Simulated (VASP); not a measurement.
# Nb: single point with PBE

The system is Nb.

```
CELL_PARAMETERS angstrom
-1.65480 1.65480 1.65480
1.65480 -1.65480 1.65480
1.65480 1.65480 -1.65480
ATOMIC_POSITIONS crystal
Nb 0.00000 0.00000 0.00000
```

```json
{
  "Program": "VASP 6.6.1",
  "Task": "single point",
  "Functional": "PBE",
  "Potentials or basis": "VASP PAW PBE potentials, release 64 (Nb_sv)",
  "Cutoff": "520 eV",
  "k mesh": "13 × 13 × 13",
  "Occupations": "methfessel-paxton, width 0.1 eV",
  "Spin": "no spin polarisation",
  "Dipole correction": "no",
  "Further INCAR settings": "ALGO = Normal; EDIFF = 1e-07; NBANDS = 12"
}
```

The pressure is -0.9 GPa.

Levels at points of the mesh, in eV from the Fermi level:
| k point | band 3 | band 4 | band 5 | band 6 | band 7 | band 8 | band 9 | band 10 |
| --- | --- | --- | --- | --- | --- | --- | --- | --- |
| (0.00, 0.00, 0.00) | -29.69 | -29.69 | -5.94 | 0.36 | 0.36 | 0.36 | 3.25 | 3.25 |

Run time: 17 s on 1 thread of AMD EPYC 9R14 (Zen 4) (shared host), peak memory 0.11 GiB.
